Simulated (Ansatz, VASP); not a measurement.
## Sb in VASP and in Ansatz

```
CELL_PARAMETERS angstrom
-1.84605 1.84605 1.84605
1.84605 -1.84605 1.84605
1.84605 1.84605 -1.84605
ATOMIC_POSITIONS crystal
Sb 0.00000 0.00000 0.00000
```

Alike in both runs: task single point; functional r2SCAN; k mesh 10 × 10 × 10; occupations fermi-dirac, width 0.05 eV; no spin polarisation.

|  | VASP | Ansatz |
| --- | --- | --- |
| version | VASP 6.6.1 | Ansatz 0.2.0 |
| potentials or method | VASP PAW PBE potentials, release 64 (Sb) | Ansatz PAW |
| plane-wave cutoff (eV) | 520 | 500 |
| valence electrons in the cell | 5 | 15 |

|  | VASP | Ansatz | Ansatz less VASP |
| --- | --- | --- | --- |
| gap on the k mesh at the Fermi level (eV) | none | none | - |
| pressure (GPa) | 5.6 | 5.7 | +0.07 |

VASP's potentials were made for PBE, not for r2SCAN. A gap of «none» marks a metal or a gap that the smearing closes. VASP's potentials hold 5 valence electrons a cell and Ansatz's 15, so a difference there can come from the potentials and not from the codes.

Neither program's run includes spin-orbit coupling.
